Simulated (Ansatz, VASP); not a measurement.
BaTiO3: VASP beside Ansatz

```
CELL_PARAMETERS angstrom
4.01049 0.00000 0.00000
0.00000 2.85584 2.86465
0.00000 -2.85584 2.86465
ATOMIC_POSITIONS crystal
Ba 0.00000 0.00825 0.00825
Ti 0.50000 0.52278 0.52278
O 0.00000 0.49114 0.49114
O 0.50000 0.49255 0.98150
O 0.50000 0.98150 0.49255
```

Change from the starting cell: volume scaled by 1.02, ions relaxed.

Alike in both runs: functional PBE; k mesh 8 × 8 × 8; occupations fermi-dirac, width 0.02 eV; no spin polarisation.

Ansatz relaxed the structure, and its values are those at the end. VASP's run is a single point on that final structure, the one shown.

|  | VASP | Ansatz |
| --- | --- | --- |
| version | VASP 6.6.1 | Ansatz 0.2.0 |
| potentials or method | VASP PAW PBE potentials, release 64 (Ba_sv, Ti_sv, O) | plane-wave PAW, scalar-relativistic |
| plane-wave cutoff (eV) | 520 | 420 |
| valence electrons in the cell | 40 | 40 |

|  | VASP | Ansatz | Ansatz less VASP |
| --- | --- | --- | --- |
| gap on the k mesh at the Fermi level (eV) | 2.18 | 2.23 | +0.050 |
| pressure (GPa) | 3.1 | 1.4 | -1.68 |
| rms of the force components (eV/Å) | 0.030 | 0.001 | -0.0296 |

Ansatz's warnings: stress scf threshold loose.

Neither program's run includes spin-orbit coupling.
